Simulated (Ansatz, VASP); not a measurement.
## One calculation of TaN, two programs

POSCAR

```
TaN
1.0
    5.1850002000      0.0000000000      0.0000000000
   -2.5925001000      4.4903418900      0.0000000000
    0.0000000000      0.0000000000      2.9080005300
Ta N
3 3
Direct
    0.0000000000      0.0000000000      0.0000000000
    0.3333333333      0.6666666667      0.5000000000
    0.6666666667      0.3333333333      0.5000000000
    0.5000000000      0.0000000000      0.0000000000
    0.5000000000      0.5000000000      0.0000000000
    0.0000000000      0.5000000000      0.0000000000
```

INCAR.step1

```
ALGO     = Normal         # electronic algorithm
EDIFF    = 1E-5           # SCF threshold, eV
ENCUT    = 770            # plane-wave cutoff, eV
GGA      = PE             # functional
GGA_COMPAT= F            
ISMEAR   = 0              # smearing method
ISPIN    = 2              # spin polarisation
LASPH    = T              # aspherical terms in the spheres
LCHARG   = F              # write CHGCAR
LDAU     = T              # DFT+U
LDAUJ    = 0.9 0        
LDAUL    = 2 -1           # shell
LDAUTYPE = 1            
LDAUU    = 4 0            # U, eV
LMAXMIX  = 4              # l up to which the mixer works
LREAL    = F              # projectors in reciprocal space
LWAVE    = T              # write WAVECAR
MAGMOM   = 2 2 2 0 0 0    # initial moments
NBANDS   = 40             # bands
NELM     = 200            # most SCF steps
PREC     = Accurate       # precision mode
SIGMA    = 0.05           # smearing width, eV
```

The input INCAR.step2:

```
ALGO     = Normal         # electronic algorithm
EDIFF    = 1E-6           # SCF threshold, eV
ENCUT    = 770            # plane-wave cutoff, eV
GGA_COMPAT= F            
ISIF     = 2              # what is computed and relaxed
ISMEAR   = 0              # smearing method
ISPIN    = 2              # spin polarisation
ISTART   = 1            
LASPH    = T              # aspherical terms in the spheres
LCHARG   = T              # write CHGCAR
LDAU     = T              # DFT+U
LDAUJ    = 0.9 0        
LDAUL    = 2 -1           # shell
LDAUPRINT= 1            
LDAUTYPE = 1            
LDAUU    = 4 0            # U, eV
LELF     = T              # ELF
LMAXMIX  = 4              # l up to which the mixer works
LMIXTAU  = T            
LORBIT   = 11             # projections on sites
LREAL    = F              # projectors in reciprocal space
LVHAR    = T            
LWAVE    = F              # write WAVECAR
MAGMOM   = 2 2 2 0 0 0    # initial moments
METAGGA  = R2SCAN         # meta-GGA
NBANDS   = 40             # bands
NELM     = 200            # most SCF steps
PREC     = Accurate       # precision mode
SIGMA    = 0.05           # smearing width, eV
```

KPOINTS

```
k-points
0
Gamma
  4 4 7
```

Input for Ansatz:

```yaml
crystal:
  lattice:
    - [5.1850002, 0.0, 0.0]
    - [-2.5925001, 4.49034189, 0.0]
    - [0.0, 0.0, 2.90800053]
  atoms:
    - { symbol: Ta, position: [0.0, 0.0, 0.0], spin: 2.0 }
    - { symbol: Ta, position: [0.3333333333, 0.6666666667, 0.5], spin: 2.0 }
    - { symbol: Ta, position: [0.6666666667, 0.3333333333, 0.5], spin: 2.0 }
    - { symbol: "N", position: [0.5, 0.0, 0.0] }
    - { symbol: "N", position: [0.5, 0.5, 0.0] }
    - { symbol: "N", position: [0.0, 0.5, 0.0] }
basis:
  ecutwfc: 500
  ecutrho_ratio: 4
kpoints:
  mp_grid: { grid: [4, 4, 7] }
hamiltonian:
  xc: r2scan
  hubbard:
    sites:
      - { site: 0, l: d, u: 4.0, j: 0.9 }
      - { site: 1, l: d, u: 4.0, j: 0.9 }
      - { site: 2, l: d, u: 4.0, j: 0.9 }
scf:
  occupations: { method: gaussian, width: 0.05 }
  lower_state_search: "off"
  max_iter: 150
output:
  forces: true
  stress: true
  eigenvalues: true
  populations: true
  hubbard: { sites: [{ site: 0, l: d }, { site: 1, l: d }, { site: 2, l: d }] }
magnetization:
  spin_polarized: true
```

Alike in both runs: task single point; functional r2SCAN; k mesh 4 × 4 × 7; occupations gaussian, width 0.05 eV; collinear spin; Hubbard terms Ta d U = 4.0 eV, J = 0.9 eV.

```csv
,VASP,Ansatz
version,VASP 6.6.1,Ansatz 0.2.0
potentials or method,"VASP PAW PBE potentials, release 64 (Ta_sv_GW, N), cutoff 770 eV","scalar-relativistic, plane waves, PAW"
valence electrons in the cell,54,54
```

Ansatz gave:

* gap on the k mesh at the Fermi level (eV): none
* pressure (GPa): 8.4
* traceless stress, the component that is largest in VASP (GPa): -2.57
* net moment per atom (μB): 0.00

Problem. What did VASP give for the same quantities?

Solution. gap on the k mesh at the Fermi level (eV): none; pressure (GPa): 15.6; traceless stress, the component that is largest in VASP (GPa): 1.13; net moment per atom (μB): 0.00.

VASP's potentials were made for PBE, not for r2SCAN. The programs project onto different local orbitals, so the same U acts differently, and such runs can settle in different states. A gap of «none» marks a metal or a gap that the smearing closes. Ansatz's warnings: filled band counts differ across k points, seeded moment not kept, stability check not made.

Spin-orbit coupling is off throughout.
